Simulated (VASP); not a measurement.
Here is a VASP 6.6.1 calculation.

File INCAR:

```
ALGO = Normal
EDIFF = 1E-6
EDIFFG = -0.04
ENCUT = 600
GGA = PE
IBRION = 2
ISIF = 3
ISMEAR = 0
ISPIN = 2
LASPH = True
LCHARG = False
LMAXMIX = 4
LORBIT = 11
LREAL = False
LWAVE = False
MAGMOM = 0 1 0 0
NELM = 150
NSW = 90
PREC = Accurate
SIGMA = 0.1
```

The input KPOINTS:

```
k-points
0
Gamma
  4 4 4
```

File POSCAR:

```
KTaSe2
1.0
   -3.1470552500      3.1470552500      3.1579357100
    3.1470552500     -3.1470552500      3.1579357100
    3.1470552500      3.1470552500     -3.1579357100
K Ta Se
1 1 2
Direct
    0.0000000000      0.0000000000      0.0000000000
    0.5000000000      0.5000000000      0.0000000000
    0.5000000000      0.0000000000      0.5000000000
    0.0000000000      0.5000000000      0.5000000000
```

Potentials or basis: VASP PAW PBE potentials, release 64 (K_sv, Ta_pv, Se).

The run is started by

```bash
$ cat potpaw_PBE.64/K_sv/POTCAR potpaw_PBE.64/Ta_pv/POTCAR potpaw_PBE.64/Se/POTCAR > POTCAR
$ mpirun -np 1 vasp_std > vasp.out
```

(1) Estimate the relaxed volume.

(2) Estimate the net moment.

(3) Predict the site moments.

Answers

(1) 35.11 Å³/atom.

(2) 1.87 μB per cell.

(3) K -0.00; Ta +1.32; Se -0.08 μB.
